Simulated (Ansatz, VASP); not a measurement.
**One calculation of CdInS2, two programs**

```
Cd In S
1.0
     3.72806    0.00000    0.00000
    -1.86403    3.22860    0.00000
     0.00000    0.00000    6.55977
Cd In S
1 1 2
Cartesian
  0.0000 0.0000 0.0000
  0.0000 0.0000 3.2799
  1.8640 1.0762 4.9714
  0.0000 2.1524 1.5884
```

Alike in both runs: task single point; functional PBE; k mesh 15 × 15 × 8; occupations gaussian, width 0.15 eV; no spin polarisation.

```csv
,VASP,Ansatz
version,VASP 6.6.1,Ansatz 0.2.0
potentials or method,"VASP PAW PBE potentials, release 64 (Cd, In_d, S), cutoff 520 eV","scalar-relativistic, plane waves, PAW"
valence electrons in the cell,37,45
```

|  | VASP | Ansatz | Ansatz less VASP |
| --- | --- | --- | --- |
| gap on the k mesh at the Fermi level (eV) | none | none | - |
| pressure (GPa) | 9.3 | 9.1 | -0.26 |
| traceless stress, the component that is largest in VASP (GPa) | 1.36 | 1.31 | -0.047 |
| rms of the force components (eV/Å) | 0.061 | 0.044 | -0.0166 |

Atom by atom the forces differ by 0.017 eV/Å (rms over components). A gap of «none» marks a metal or a gap that the smearing closes. VASP's potentials hold 37 valence electrons a cell and Ansatz's 45, so a difference there can come from the potentials and not from the codes.
